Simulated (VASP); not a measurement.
# MgC2 (P4_2/mnm) in VASP: further runs

The runs below take MgC2 through single point, with LDA, PBE.

Program: VASP 6.6.1. These are calculated values, not measurements. Logs are shortened: lines on timing, memory, paths and dates and some standing lists are left out, and cuts for length are marked.

**1. The cell of the first run**

It takes space group P4_2/mnm (No. 136, tetragonal). The conventional cell has a = 3.662 Å, b = 3.662 Å, c = 4.367 Å, α = 90.00°, β = 90.00°, γ = 90.00°. Mg (site symmetry mmm) has 6 C at 1.98 to 2.27 Å within 2.6 Å. C (site symmetry m2m) has 1 C at 1.22 Å within 1.6 Å.

**2. Single point, LDA**

INCAR

```
  PREC = Accurate
  ENCUT = 520
  EDIFF = 1E-6
  ISMEAR = -1
  SIGMA = 0.05
  LREAL = False
  LASPH = True
  NELM = 60
  ALGO = Normal
  ISIF = 2
  LWAVE = False
  LCHARG = False
  NBANDS = 19
```

KPOINTS

```
regular mesh
0
Gamma
  5 5 5
```

POSCAR

```
MgC2
1.0
    3.6621138177      0.0000000000      0.0000000000
    0.0000000000      3.6621138177      0.0000000000
    0.0000000000      0.0000000000      4.3671175330
Mg C
2 4
Direct
    0.0000000000      0.0000000000      0.5000000000
    0.5000000000      0.5000000000      0.0000000000
    0.3818367251      0.6181632749      0.5000000000
    0.1181632749      0.1181632749      0.0000000000
    0.6181632749      0.3818367251      0.5000000000
    0.8818367251      0.8818367251      0.0000000000
```

Potentials or basis: VASP PAW LDA potentials, release 64 (Mg, C).

The run is started by

```bash
$ cat potpaw_LDA.64/Mg/POTCAR potpaw_LDA.64/C/POTCAR > POTCAR
$ mpirun -np 1 vasp_std > vasp.out
```

OUTCAR:

```text
PREC = Accurate
   ENCUT = 520
   EDIFF = 1E-6
   ISMEAR = -1
   LREAL = False
   LASPH = True
   NELM = 60
   ISIF = 2

 ion  position               nearest neighbor table
   1  0.000  0.000  0.500-   3 1.98   5 1.98   4 2.27   6 2.27   4 2.27   6 2.27   5 2.66   3 2.66
                             5 2.66   3 2.66   2 3.39   2 3.39   2 3.39   2 3.39   2 3.39   2 3.39
   2  0.500  0.500  0.000-   4 1.98   6 1.98   5 2.27   3 2.27   3 2.27   5 2.27   4 2.66   4 2.66
                             6 2.66   6 2.66   1 3.39   1 3.39   1 3.39   1 3.39   1 3.39   1 3.39
   3  0.382  0.618  0.500-   5 1.22   1 1.98   2 2.27   2 2.27   1 2.66   1 2.66
   4  0.118  0.118  0.000-   6 1.22   2 1.98   1 2.27   1 2.27   2 2.66   2 2.66
   5  0.618  0.382  0.500-   3 1.22   1 1.98   2 2.27   2 2.27   1 2.66   1 2.66
   6  0.882  0.882  0.000-   4 1.22   2 1.98   1 2.27   1 2.27   2 2.66   2 2.66

  LATTYP: Found a simple tetragonal cell.
 ALAT       =     3.6621138177
 C/A-ratio  =     1.1925127810

  Lattice vectors:

 A1 = (   3.6621138177,   0.0000000000,   0.0000000000)
 A2 = (   0.0000000000,   3.6621138177,   0.0000000000)
 A3 = (   0.0000000000,   0.0000000000,   4.3671175330)

Analysis of symmetry for initial positions (statically):
=====================================================================
 Subroutine PRICEL returns:
 Original cell was already a primitive cell.

 Routine SETGRP: Setting up the symmetry group for a
 simple tetragonal supercell.

 Subroutine GETGRP returns: Found 16 space group operations
 (whereof  8 operations were pure point group operations)
 out of a pool of 16 trial point group operations.

The static configuration has the point symmetry D_2h.
 The point group associated with its full space group is D_4h.

Analysis of symmetry for dynamics (positions and initial velocities):
=====================================================================
 Subroutine PRICEL returns:
 Original cell was already a primitive cell.

 Routine SETGRP: Setting up the symmetry group for a
 simple tetragonal supercell.

 Subroutine GETGRP returns: Found 16 space group operations
 (whereof  8 operations were pure point group operations)
 out of a pool of 16 trial point group operations.

The dynamic configuration has the point symmetry D_2h.
 The point group associated with its full space group is D_4h.

 Subroutine INISYM returns: Found 16 space group operations
 (whereof  8 operations are pure point group operations),
 and found     1 'primitive' translations

----------------------------------------------------------------------------------------

                                     Primitive cell

  volume of cell :      58.5678

  direct lattice vectors                    reciprocal lattice vectors
     3.662113818  0.000000000  0.000000000     0.273066335  0.000000000  0.000000000
     0.000000000  3.662113818  0.000000000     0.000000000  0.273066335  0.000000000
     0.000000000  0.000000000  4.367117533     0.000000000  0.000000000  0.228983991

  length of vectors
     3.662113818  3.662113818  4.367117533     0.273066335  0.273066335  0.228983991

  position of ions in fractional coordinates (direct lattice)
     0.000000000  0.000000000  0.500000000
     0.500000000  0.500000000  0.000000000
     0.381836725  0.618163275  0.500000000
     0.118163275  0.118163275  0.000000000
     0.618163275  0.381836725  0.500000000
     0.881836725  0.881836725  0.000000000

  ion indices of the primitive-cell ions
   primitive index   ion index
                 1           1
                 2           2
                 3           3
                 4           4
                 5           5
                 6           6

----------------------------------------------------------------------------------------

 KPOINTS: regular mesh

Automatic generation of k-mesh.
 Grid dimensions read from file:
 generate k-points for:    5    5    5

 Generating k-lattice:

  Cartesian coordinates                     Fractional coordinates (reciprocal lattice)
     0.054613267  0.000000000  0.000000000     0.200000000  0.000000000  0.000000000
     0.000000000  0.054613267  0.000000000     0.000000000  0.200000000  0.000000000
     0.000000000  0.000000000  0.045796798     0.000000000  0.000000000  0.200000000

  Length of vectors
     0.054613267  0.054613267  0.045796798

  Shift w.r.t. Gamma in fractional coordinates (k-lattice)
     0.000000000  0.000000000  0.000000000

 Subroutine IBZKPT returns following result:
 ===========================================

 Found     18 irreducible k-points:

 Following reciprocal coordinates:
            Coordinates               Weight
  0.000000  0.000000  0.000000      1.000000
  0.200000  0.000000  0.000000      4.000000
  0.400000  0.000000  0.000000      4.000000
  0.200000  0.200000  0.000000      4.000000
  0.400000  0.200000  0.000000      8.000000
  0.400000  0.400000  0.000000      4.000000
[... 10 lines left out ...]
  0.400000  0.200000  0.400000     16.000000
  0.400000  0.400000  0.400000      8.000000
   k-points           NKPTS =     18   k-points in BZ     NKDIM =     18   number of bands    NBANDS=     19
   number of dos      NEDOS =    301   number of ions     NIONS =      6
   total plane-waves  NPLWV =  25088
   dimension x,y,z NGX =    28 NGY =   28 NGZ =   32
   dimension x,y,z NGXF=    56 NGYF=   56 NGZF=   64
   ions per type =               2   4
   NGX,Y,Z   is equivalent  to a cutoff of  12.71, 12.71, 12.18 a.u.
   NGXF,Y,Z  is equivalent  to a cutoff of  25.42, 25.42, 24.36 a.u.
 SYSTEM =  unknown system
   PREC   = accura    normal or accurate (medium, high low for compatibility)
   ISTART =      0    job   : 0-new  1-cont  2-samecut
   ICHARG =      2    charge: 1-file 2-atom 10-const
   ISPIN  =      1    spin polarized calculation?
   LNONCOLLINEAR =      F non collinear calculations
   LSORBIT =      F    spin-orbit coupling
   LASPH  =      T    aspherical Exc in radial PAW
   ENCUT  =  520.0 eV  38.22 Ry    6.18 a.u.   6.81  6.81  8.12*2*pi/ulx,y,z
   NELM   =     60;   NELMIN=  2; NELMDL= -5     # of ELM steps
   EDIFF  = 0.1E-05   stopping-criterion for ELM
   LREAL  =      F    real-space projection
   EDIFFG = 0.1E-04   stopping-criterion for IOM
   NSW    =      0    number of steps for IOM
   IBRION =     -1    ionic relax: 0-MD 1-quasi-New 2-CG
   NFREE  =      0    steps in history (QN), initial steepest desc. (CG)
   ISIF   =      2    stress and relaxation
   ISYM   =      2    0-nonsym 1-usesym 2-fastsym
   POTIM  = 0.5000    time-step for ionic-motion
   TEBEG  =    0.0;   TEEND  =   0.0 temperature during run
   PSTRESS=    0.0 pullay stress
   NELECT =      20.0000    total number of electrons
   NUPDOWN=      -1.0000    fix difference up-down
   EMIN   =  10.00;   EMAX   =-10.00  energy-range for DOS
   EFERMI =   0.00;   METHOD = LEGACY
   ISMEAR =    -1;   SIGMA  =   0.05  broadening in eV -4-tet -1-fermi 0-gaus
   EFERMI_NEDOS =   21; number of points for ismear=-14 and -15
   IALGO  =     38    algorithm
   IMIX   =      4    mixing-type and parameters
     AMIX     =   0.40;   BMIX     =  1.00
     AMIX_MAG =   1.60;   BMIX_MAG =  1.00
  volume/ion in A,a.u.               =       9.76        65.87
  Fermi-wavevector in a.u.,A,eV,Ry     =   1.144279  2.162374 17.815125  1.309375
  Thomas-Fermi vector in A             =   2.280972
   LORBIT       =      0    0 simple, 1 ext, 2 COOP (PROOUT), +10 PAW based schemes
   GGA     = CA    functional components
   LHFCALC =     F    Hartree Fock is set to
   AEXX    =    0.0000 exact exchange contribution
   IVDW    =     0    specifies the selected vdW correction
   LEPSILON=     F    determine dielectric tensor
   LRPA    =     F    only Hartree local field effects (RPA)
 non-spin polarized calculation
  energy-cutoff  :      520.00
  volume of cell :       58.57
 maximum number of plane-waves:      1588
 NGX is ok and might be reduce to    28
   NGX = 13   NGY = 13   NGZ = 17

 number of electron      20.0000006 magnetization

 Free energy of the ion-electron system (eV)
  ---------------------------------------------------
  ext. energy  EPLUGINS =         0.00000000
  ---------------------------------------------------
  free energy    TOTEN  =       -40.10171173 eV

  energy without entropy =      -40.10171155  energy(sigma->0) =      -40.10171164

 E-fermi :   3.7497     XC(G=0): -11.0962

 val. band max:        3.0637364118   @ k =   0.2000   0.2000   0.0000
 cond. band min:       4.3389376329   @ k =   0.0000   0.0000   0.0000
 fundamental gap:      1.2752012211
 Fermi energy:         3.7497329000

 k-point     1 :       0.0000    0.0000    0.0000
  band No.  band energies     occupation
      1     -11.0562      2.00000
      2      -9.3571      2.00000
      3      -1.6992      2.00000
      4      -0.4972      2.00000
      5      -0.2780      2.00000
      6      -0.2780      2.00000
[... 11 lines left out ...]
     18      15.3609      0.00000
     19      16.7469      0.00000

 k-point     2 :       0.2000    0.0000    0.0000
  band No.  band energies     occupation
      1     -10.8457      2.00000
      2      -9.4290      2.00000
      3      -1.3940      2.00000
      4      -1.2200      2.00000
      5      -1.0673      2.00000
      6      -0.0106      2.00000
[... 11 lines left out ...]
     18      14.8832      0.00000
     19      16.0970      0.00000

 k-point     3 :       0.4000    0.0000    0.0000
  band No.  band energies     occupation
      1     -10.3112      2.00000
      2      -9.7413      2.00000
      3      -2.0713      2.00000
      4      -1.8965      2.00000
      5      -0.5248      2.00000
      6       0.5496      2.00000
[... 302 lines left out ...]
      1      -9.9009      2.00000
      2      -9.7454      2.00000
      3      -2.7040      2.00000
      4      -2.5656      2.00000
      5      -0.7099      2.00000
      6       0.1091      2.00000
[... 11 lines left out ...]
     18      15.6911      0.00000
     19      17.0216      0.00000

 k-point    18 :       0.4000    0.4000    0.4000
  band No.  band energies     occupation
      1      -9.7085      2.00000
      2      -9.6461      2.00000
      3      -2.3567      2.00000
      4      -2.0137      2.00000
      5      -1.4933      2.00000
      6      -0.4856      2.00000
[... 11 lines left out ...]
     18      15.9029      0.00000
     19      16.3338      0.00000

------------------------ aborting loop because EDIFF is reached ----------------------------------------

  FORCE on cell =-STRESS in cart. coord.  units (eV):
  Direction    XX          YY          ZZ          XY          YZ          ZX
  --------------------------------------------------------------------------------------
  -------------------------------------------------------------------------------------
  Total       11.0000408     11.0000408     10.7564671     -0.0000000      0.0000000      0.0000000
  in kB      300.9167227    300.9167227    294.2535288     -0.0000000      0.0000000      0.0000000
  external PRESSURE =     298.6956581 kB  Pullay stress =       0.0000000 kB

 VOLUME and BASIS-vectors are now :
 -----------------------------------------------------------------------------
  energy-cutoff  :      520.00
  volume of cell :       58.57
      direct lattice vectors                 reciprocal lattice vectors
     3.662113818  0.000000000  0.000000000     0.273066335  0.000000000  0.000000000
     0.000000000  3.662113818  0.000000000     0.000000000  0.273066335  0.000000000
     0.000000000  0.000000000  4.367117533     0.000000000  0.000000000  0.228983991

 POSITION                                       TOTAL-FORCE (eV/Angst)
 -----------------------------------------------------------------------------------
      0.00000      0.00000      2.18356         0.000000     -0.000000      0.000000
      1.83106      1.83106      0.00000         0.000000     -0.000000      0.000000
      1.39833      2.26378      2.18356        -0.068420      0.068420      0.000000
      0.43273      0.43273      0.00000         0.068420      0.068420      0.000000
      2.26378      1.39833      2.18356         0.068420     -0.068420      0.000000
      3.22939      3.22939      0.00000        -0.068420     -0.068420      0.000000
 -----------------------------------------------------------------------------------
    total drift:                               -0.000000     -0.000000      0.000000

  FREE ENERGIE OF THE ION-ELECTRON SYSTEM (eV)
  ---------------------------------------------------
  free  energy   TOTEN  =       -40.1017117275 eV

  energy  without entropy=      -40.1017115521  energy(sigma->0) =      -40.10171164
```

It took 8.4 s on 1 thread of Intel Xeon 6975P-C (Granite Rapids), shared host; peak memory 0.15 GiB.

What came out:

- Free energy: -40.1017 eV
- Pressure: 29.9 GPa
- Largest force: 0.097 eV/Å
- Band gap on the k mesh: 1.28 eV, indirect (least direct gap 1.59 eV)

Forces in eV/Å, atoms in the order of the input:
```
Mg   0.000  0.000  0.000
Mg   0.000  0.000  0.000
C   -0.068  0.068  0.000
C    0.068  0.068  0.000
C    0.068 -0.068  0.000
C   -0.068 -0.068  0.000
```

A k mesh can miss the band edges. LDA gaps usually lie below the measured ones, often by a third to a half.

**3. Single point, LDA**

This run uses another cell than the first one, of 10.32 Å³/atom, 1.057 times its volume.

INCAR

```
SYSTEM = MgC2
ALGO = Normal
EDIFF = 1E-7
ENCUT = 520
GGA = CA
ISIF = 2
ISMEAR = -1
LASPH = .True.
LCHARG = .False.
LREAL = .False.
LWAVE = .False.
NBANDS = 19
NELM = 100
PREC = Accurate
SIGMA = 0.05
```

KPOINTS

```
k-points
0
Gamma
  5 5 5
  0 0 0
```

POSCAR

```
MgC2
1.0
    3.7201398572      0.0000000000      0.0000000000
    0.0000000000      3.7201398572      0.0000000000
    0.0000000000      0.0000000000      4.4738001684
Mg C
2 4
Direct
    0.0000000000      0.0000000000      0.5000000000
    0.5000000000      0.5000000000      0.0000000000
    0.3831073932      0.6168926068      0.5000000000
    0.1168926068      0.1168926068      0.0000000000
    0.6168926068      0.3831073932      0.5000000000
    0.8831073932      0.8831073932      0.0000000000
```

Potentials or basis: VASP PAW LDA potentials, release 64 (Mg, C).

The run is started by

```bash
$ cat potpaw_LDA.64/Mg/POTCAR potpaw_LDA.64/C/POTCAR > POTCAR
$ mpirun -np 1 vasp_std > vasp.out
```

Run time: 11 s. Hardware: 1 thread of Intel Xeon 6975P-C (Granite Rapids), shared host; peak memory 0.15 GiB.

Results (log left out):

```
Free energy            : -40.6136 eV
Pressure               : 19.8 GPa
Largest force          : 0.106 eV/Å
Band gap on the k mesh : 1.57 eV, indirect (least direct gap 1.89 eV)
```

Forces on the atoms (eV/Å):
```
Mg   0.000  0.000  0.000
Mg   0.000  0.000  0.000
C   -0.075  0.075  0.000
C    0.075  0.075  0.000
C    0.075 -0.075  0.000
C   -0.075 -0.075  0.000
```

Stress tensor (GPa, compression positive):
```
19.96  0.00  0.00
 0.00 19.96  0.00
 0.00  0.00 19.37
```

Levels at points of the mesh, in eV from the valence-band top:
```tsv
k point	band 6	band 7	band 8	band 9	band 10	band 11	band 12	band 13	band 14	band 15
(0.00, 0.00, 0.00)	-3.21	-1.46	-0.59	-0.32	-0.32	1.57	5.29	5.29	5.29	7.87
```

A k mesh can miss the band edges. As with any semilocal functional, this LDA gap is likely too small.

**4. Single point, LDA**

This run uses another cell than the first one, of 11.06 Å³/atom, 1.133 times its volume.

INCAR

```
SYSTEM = MgC2
ALGO     = Normal         ! electronic algorithm
EDIFF    = 1E-6           ! SCF threshold, eV
ENCUT    = 520            ! plane-wave cutoff, eV
ISIF     = 2              ! what is computed and relaxed
ISMEAR   = -1             ! smearing method
LASPH    = .TRUE.         ! aspherical terms in the spheres
LCHARG   = .FALSE.        ! write CHGCAR
LREAL    = .FALSE.        ! projectors in reciprocal space
LWAVE    = .FALSE.        ! write WAVECAR
NBANDS   = 19             ! bands
NELM     = 100            ! most SCF steps
PREC     = Accurate       ! precision mode
SIGMA    = 0.05           ! smearing width, eV
```

KPOINTS

```
k-points
0
G
  5 5 5
  0 0 0
```

POSCAR

```
MgC2
1.0
    3.7915546684      0.0000000000      0.0000000000
    0.0000000000      3.7915546684      0.0000000000
    0.0000000000      0.0000000000      4.6167943881
Mg C
2 4
Direct
    0.0000000000      0.0000000000      0.5000000000
    0.5000000000      0.5000000000      0.0000000000
    0.3846816046      0.6153183954      0.5000000000
    0.1153183954      0.1153183954      0.0000000000
    0.6153183954      0.3846816046      0.5000000000
    0.8846816046      0.8846816046      0.0000000000
```

The run is started by

```bash
$ cat potpaw_LDA.64/Mg/POTCAR potpaw_LDA.64/C/POTCAR > POTCAR
$ mpirun -np 1 vasp_std > vasp.out
```

It took 9.5 s on 1 thread of Intel Xeon 6975P-C (Granite Rapids), shared host; peak memory 0.15 GiB.

Results (log left out):

- Free energy: -41.0124 eV
- Pressure: 9.7 GPa
- Largest force: 0.113 eV/Å
- Band gap on the k mesh: 1.93 eV, indirect (least direct gap 2.23 eV)

Forces on the atoms (eV/Å):
```
Mg   0.000  0.000  0.000
Mg   0.000  0.000  0.000
C   -0.080  0.080  0.000
C    0.080  0.080  0.000
C    0.080 -0.080  0.000
C   -0.080 -0.080  0.000
```

Stress tensor (GPa, compression positive):
```
9.87 0.00 0.00
0.00 9.87 0.00
0.00 0.00 9.38
```

Levels at points of the mesh, in eV from the valence-band top:
| k point | band 6 | band 7 | band 8 | band 9 | band 10 | band 11 | band 12 | band 13 | band 14 | band 15 |
| --- | --- | --- | --- | --- | --- | --- | --- | --- | --- | --- |
| (0.00, 0.00, 0.00) | -3.05 | -1.37 | -0.53 | -0.31 | -0.31 | 1.93 | 5.32 | 5.41 | 5.41 | 7.56 |

A k mesh can miss the band edges.

**5. Single point, PBE**

This run uses another cell than the first one, of 12.45 Å³/atom, 1.276 times its volume.

INCAR

```
  ALGO = Normal
  EDIFF = 1E-6
  ENCUT = 520
  GGA = PE
  ISIF = 2
  ISMEAR = -1
  LASPH = T
  LCHARG = T
  LELF = T
  LREAL = F
  LVHAR = T
  LWAVE = F
  NBANDS = 19
  NELM = 100
  PREC = Accurate
  SIGMA = 0.05
```

KPOINTS

```
k-points
0
Gamma
  5 5 5
```

POSCAR

```
MgC2
1.0
    3.9507770000      0.0000000000      0.0000000000
    0.0000000000      3.9507770000      0.0000000000
    0.0000000000      0.0000000000      4.7876054400
Mg C
2 4
Direct
    0.0000000000      0.0000000000      0.5000000000
    0.5000000000      0.5000000000      0.0000000000
    0.3876550000      0.6123450000      0.5000000000
    0.1123450000      0.1123450000      0.0000000000
    0.6123450000      0.3876550000      0.5000000000
    0.8876550000      0.8876550000      0.0000000000
```

Potentials or basis: VASP PAW PBE potentials, release 64 (Mg, C).

The run is started by

```bash
$ cat potpaw_PBE.64/Mg/POTCAR potpaw_PBE.64/C/POTCAR > POTCAR
$ mpirun -np 1 vasp_std > vasp.out
```

It took 14 s on 1 thread of Intel Xeon 6975P-C (Granite Rapids), shared host; peak memory 0.17 GiB.

Results (log left out):

- Free energy: -37.3400 eV
- Pressure: 2.2 GPa
- Largest force: 0.074 eV/Å
- Band gap on the k mesh: 2.44 eV, indirect (least direct gap 2.77 eV)

Forces on the atoms (eV/Å):
```
Mg   0.000  0.000  0.000
Mg   0.000  0.000  0.000
C    0.052 -0.052  0.000
C   -0.052 -0.052  0.000
C   -0.052  0.052  0.000
C    0.052  0.052  0.000
```

Stress tensor (GPa, compression positive):
```
0.98 0.00 0.00
0.00 0.98 0.00
0.00 0.00 4.71
```

Levels at points of the mesh, in eV from the valence-band top:
| k point | band 7 | band 8 | band 9 | band 10 | band 11 | band 12 | band 13 | band 14 |
| --- | --- | --- | --- | --- | --- | --- | --- | --- |
| (0.00, 0.00, 0.00) | -1.18 | -0.50 | -0.33 | -0.33 | 2.44 | 5.47 | 5.50 | 5.50 |

**6. The runs side by side**

```tsv
level	potentials or basis	cell	gap on the mesh (eV)	pressure (GPa)	largest force (eV/Å)
LDA	VASP PAW LDA potentials, release 64 (Mg, C)	a = 3.662, b = 3.662, c = 4.367 Å, 6 atoms	1.28	29.9	0.10
LDA	VASP PAW LDA potentials, release 64 (Mg, C)	a = 3.720, b = 3.720, c = 4.474 Å, 6 atoms	1.57	19.8	0.11
LDA	VASP PAW LDA potentials, release 64 (Mg, C)	a = 3.792, b = 3.792, c = 4.617 Å, 6 atoms	1.93	9.7	0.11
PBE	VASP PAW PBE potentials, release 64 (Mg, C)	a = 3.951, b = 3.951, c = 4.788 Å, 6 atoms	2.44	2.2	0.07
```

Alike in all rows: task single point; no spin polarisation; k mesh 5 × 5 × 5; cutoff (eV) 520; smearing fermi-dirac 0.05 eV.

Absolute energies hang on the potentials; compare differences alone.
